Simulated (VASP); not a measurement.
# VN2 (I4/mcm) in VASP: a series of runs, part 2 of 2

VASP 6.6.1. Earlier steps stand in the parts before.

### 4 Single point, PBEsol (strain -0.025 along x and y, +0.050 along z)

Input file INCAR:

```
ALGO = Normal
EDIFF = 1E-6
ENCUT = 520
GGA = PS
ISIF = 2
ISMEAR = 0
LASPH = True
LCHARG = False
LREAL = False
LWAVE = False
NBANDS = 32
NELM = 80
PREC = Accurate
SIGMA = 0.15
```

Input file KPOINTS:

```
k-points
0
Gamma
  16 16 16
```

Input file POSCAR:

```
VN2
1.0
   -2.0770645402      2.0770645402      2.5780455346
    2.0770645402     -2.0770645402      2.5780455346
    2.0770645402      2.0770645402     -2.5780455346
V N
2 4
Direct
    0.2500000000      0.2500000000      0.0000000000
    0.7500000000      0.7500000000      0.0000000000
    0.1142608421      0.6142608421      0.7285216842
    0.6142608421      0.8857391579      0.5000000000
    0.8857391579      0.3857391579      0.2714783159
    0.3857391579      0.1142608421      0.5000000000
```

Potentials or basis: VASP PAW PBE potentials, release 64 (V_sv, N).

Command:

```
> cat potpaw_PBE.64/V_sv/POTCAR potpaw_PBE.64/N/POTCAR > POTCAR
> mpirun -np 1 vasp_std > vasp.out
```

OUTCAR:

```text
EDIFF = 1E-6
   ENCUT = 520
   GGA = PS
   ISIF = 2
   ISMEAR = 0
   LASPH = True
   LREAL = False
   NELM = 80
   PREC = Accurate

 ion  position               nearest neighbor table
   1  0.250  0.250  0.000-   5 2.11   3 2.11   6 2.11   6 2.11   4 2.11   4 2.11   3 2.11   5 2.11
                             2 2.58   2 2.58
   2  0.750  0.750  0.000-   5 2.11   3 2.11   4 2.11   4 2.11   6 2.11   6 2.11   3 2.11   5 2.11
                             1 2.58   1 2.58
[... 1054 lines left out ...]
  -------------------------------------------------------------------------------------
  Total        4.6980327      4.6980327     -5.1155945      0.0000000      0.0000000      0.0000000
  in kB      169.1905350    169.1905350   -184.2282119      0.0000000      0.0000000      0.0000000
  external PRESSURE =      51.3842860 kB  Pullay stress =       0.0000000 kB

 VOLUME and BASIS-vectors are now :
 -----------------------------------------------------------------------------
  energy-cutoff  :      520.00
  volume of cell :       44.49
      direct lattice vectors                 reciprocal lattice vectors
    -2.077064540  2.077064540  2.578045535     0.000000000  0.240724345  0.193945372
     2.077064540 -2.077064540  2.578045535     0.240724345  0.000000000  0.193945372
     2.077064540  2.077064540 -2.578045535     0.240724345  0.240724345  0.000000000

 POSITION                                       TOTAL-FORCE (eV/Angst)
 -----------------------------------------------------------------------------------
      0.00000      0.00000      1.28902         0.000000     -0.000000     -0.000000
      0.00000      0.00000      3.86707         0.000000     -0.000000     -0.000000
      2.55172      0.47465      0.00000         0.352406      0.352406     -0.000000
      1.60241      0.47465      2.57805        -0.352406      0.352406     -0.000000
     -0.47465      1.60241      2.57805        -0.352406     -0.352406     -0.000000
      0.47465      1.60241      0.00000         0.352406     -0.352406      0.000000
 -----------------------------------------------------------------------------------
    total drift:                               -0.000000     -0.000000      0.000000

  FREE ENERGIE OF THE ION-ELECTRON SYSTEM (eV)
  ---------------------------------------------------
  free  energy   TOTEN  =       -56.7525670168 eV

  energy  without entropy=      -56.7250062113  energy(sigma->0) =      -56.73878661
```

OSZICAR:

```text
N       E                     dE             d eps       ncg     rms          rms(c)
DAV:   1     0.574338935768E+03    0.57434E+03   -0.26323E+04 22400   0.164E+03
DAV:   2    -0.256961234876E+02   -0.60004E+03   -0.55843E+03 24744   0.517E+02
DAV:   3    -0.680667965026E+02   -0.42371E+02   -0.41091E+02 25040   0.144E+02
DAV:   4    -0.690141386046E+02   -0.94734E+00   -0.94289E+00 27128   0.202E+01
DAV:   5    -0.690323636845E+02   -0.18225E-01   -0.18217E-01 25280   0.257E+00    0.446E+01
DAV:   6    -0.636920371343E+02    0.53403E+01   -0.81563E+01 26248   0.782E+01    0.256E+01
DAV:   7    -0.576980609544E+02    0.59940E+01   -0.34419E+01 23280   0.635E+01    0.184E+01
DAV:   8    -0.567500378687E+02    0.94802E+00   -0.36240E+00 22776   0.176E+01    0.347E+00
DAV:   9    -0.567616178545E+02   -0.11580E-01   -0.20381E-01 27408   0.317E+00    0.105E+00
DAV:  10    -0.567528575725E+02    0.87603E-02   -0.27153E-02 22936   0.171E+00    0.292E-01
DAV:  11    -0.567527659475E+02    0.91625E-04   -0.13689E-03 26024   0.270E-01    0.208E-01
DAV:  12    -0.567526245847E+02    0.14136E-03   -0.11352E-03 23448   0.348E-01    0.937E-02
DAV:  13    -0.567525752919E+02    0.49293E-04   -0.20456E-04 22944   0.166E-01    0.324E-02
DAV:  14    -0.567525671552E+02    0.81366E-05   -0.22322E-05 24496   0.449E-02    0.542E-03
DAV:  15    -0.567525670168E+02    0.13841E-06   -0.17109E-06 13600   0.103E-02
   1 F= -.56752567E+02 E0= -.56738787E+02  d E =-.275608E-01
```

stdout:

```text
POSCAR found type information on POSCAR V N
 POSCAR found :  2 types and       6 ions
 scaLAPACK will be used
 -----------------------------------------------------------------------------
|                                                                             |
|                                                                             |
|     You enforced a specific xc type in the INCAR file but a different       |
|     I HOPE YOU KNOW WHAT YOU ARE DOING!                                     |
|                                                                             |
 -----------------------------------------------------------------------------

 LDA part: xc-table for (Slater+PW92), standard interpolation
 POSCAR, INCAR and KPOINTS ok, starting setup
 FFT: planning ... GRIDC
 FFT: planning ... GRID_SOFT
 FFT: planning ... GRID
 WAVECAR not read
 entering main loop
```

Wall time 3.6 min (1 thread of Intel Xeon 6975P-C (Granite Rapids), shared host); peak memory 0.46 GiB.

What came out:

| Property | Result |
| --- | --- |
| Free energy | -56.7526 eV |
| Pressure | 5.1 GPa |
| Largest force | 0.498 eV/Å |
| Band gap on the k mesh | zero (bands 23 and 24 overlap by 0.56 eV) |

Forces on the atoms (eV/Å):
```
V    0.000  0.000  0.000
V    0.000  0.000  0.000
N    0.352  0.352  0.000
N   -0.352  0.352  0.000
N   -0.352 -0.352  0.000
N    0.352 -0.352  0.000
```

Levels at points of the mesh, in eV from the Fermi level:
```csv
k point,band 20,band 21,band 22,band 23,band 24,band 25,band 26,band 27
"(0.00, 0.00, 0.00)",-3.04,-2.66,-2.66,-2.17,0.75,0.75,0.99,1.09
"(0.50, 0.00, 0.00)",-3.39,-3.34,-3.34,0.26,0.26,0.83,0.83,0.91
"(0.50, 0.50, 0.00)",-4.80,-2.84,-2.57,-1.10,0.35,0.59,1.33,1.80
"(0.50, 0.50, 0.50)",-2.70,-2.70,-0.81,-0.32,0.17,0.19,0.58,1.77
```

Caveat: the cell differs from its parent crystal (strain -0.025 along x and y, +0.050 along z); the cell stands under pressure; the PAW data sets were made with another functional, which shifts forces and pressure a little; the run has no spin polarisation, though such a crystal can be magnetic.

### 5 Single point, PBEsol (strain +0.050 along x and y, -0.025 along z)

Input file INCAR:

```
SYSTEM = VN2
  PREC = Accurate
  ENCUT = 520
  EDIFF = 1E-7
  ISMEAR = 0
  SIGMA = 0.15
  LREAL = .FALSE.
  LASPH = .TRUE.
  NELM = 60
  ALGO = Normal
  ISIF = 2
  LWAVE = .FALSE.
  LCHARG = .TRUE.
  GGA = PS
  LELF = .TRUE.
  LVHAR = .TRUE.
  NBANDS = 32
```

Input file KPOINTS:

```
regular mesh
0
G
  16 16 16
  0 0 0
```

Edit POSCAR of step 4 so:

```diff
@@ -2,5 +2,5 @@
 1.0
-   -2.0770645402      2.0770645402      2.5780455346
-    2.0770645402     -2.0770645402      2.5780455346
-    2.0770645402      2.0770645402     -2.5780455346
+   -2.2368387356      2.2368387356      2.3938994250
+    2.2368387356     -2.2368387356      2.3938994250
+    2.2368387356      2.2368387356     -2.3938994250
 V N
```

Command:

```
> cat potpaw_PBE.64/V_sv/POTCAR potpaw_PBE.64/N/POTCAR > POTCAR
> mpirun -np 1 vasp_std > vasp.out
```

Wall time 12 min (1 thread of Intel Xeon 8259CL, shared host); peak memory 0.5 GiB.

The run converged. Its results:

```
Free energy            : -56.4239 eV
Pressure               : -23.2 GPa
Largest force          : 0.600 eV/Å
Band gap on the k mesh : zero (bands 23 and 24 overlap by 0.35 eV)
```

Forces in eV/Å, atoms in the order of the input:
```
V    0.000  0.000  0.000
V    0.000  0.000  0.000
N   -0.424 -0.424  0.000
N    0.424 -0.424  0.000
N    0.424  0.424  0.000
N   -0.424  0.424  0.000
```

Stress tensor (GPa, compression positive):
```
-38.59   0.00   0.00
  0.00 -38.59   0.00
  0.00   0.00   7.61
```

Levels at points of the mesh, in eV from the Fermi level:
```tsv
k point	band 20	band 21	band 22	band 23	band 24	band 25	band 26	band 27
(0.00, 0.00, 0.00)	-2.75	-2.40	-2.35	-2.35	0.78	1.30	1.30	1.65
(0.50, 0.00, 0.00)	-3.23	-2.69	-2.69	0.19	0.19	0.75	0.75	1.32
(0.50, 0.50, 0.00)	-3.22	-2.61	-2.47	-1.46	-0.14	1.10	1.23	1.81
(0.50, 0.50, 0.50)	-1.34	-1.34	-0.82	-0.46	0.14	0.28	0.71	1.68
```

Caveat: the cell differs from its parent crystal (strain +0.050 along x and y, -0.025 along z); the cell stands under tension; the PAW data sets were made with another functional, which shifts forces and pressure a little; the run has no spin polarisation, though such a crystal can be magnetic.

### 6 The runs side by side

```tsv
cell	gap on the mesh (eV)	pressure (GPa)	largest force (eV/Å)
a = 3.848 Å, angles 112.8, 112.8, 103.1°, 6 atoms	none	9.8	0.17
a = 3.868 Å, angles 115.0, 115.0, 98.8°, 6 atoms	none	13.2	0.58
a = 3.908 Å, angles 115.8, 115.8, 97.5°, 6 atoms	none	5.1	0.50
a = 3.967 Å, angles 111.4, 111.4, 105.8°, 6 atoms	none	-23.2	0.60
```

Alike in all rows: task single point; level PBEsol; potentials or basis VASP PAW PBE potentials, release 64 (V_sv, N); no spin polarisation; k mesh 16 × 16 × 16; cutoff (eV) 520; smearing gaussian 0.15 eV.

Caveats: the PAW data sets were made with another functional, which shifts forces and pressure a little; the run has no spin polarisation, though such a crystal can be magnetic; the cell stands under pressure (at least some runs); the cell stands under tension (at least some runs).

Total energies depend on the potentials used, so only differences within one code and one set of settings carry meaning.
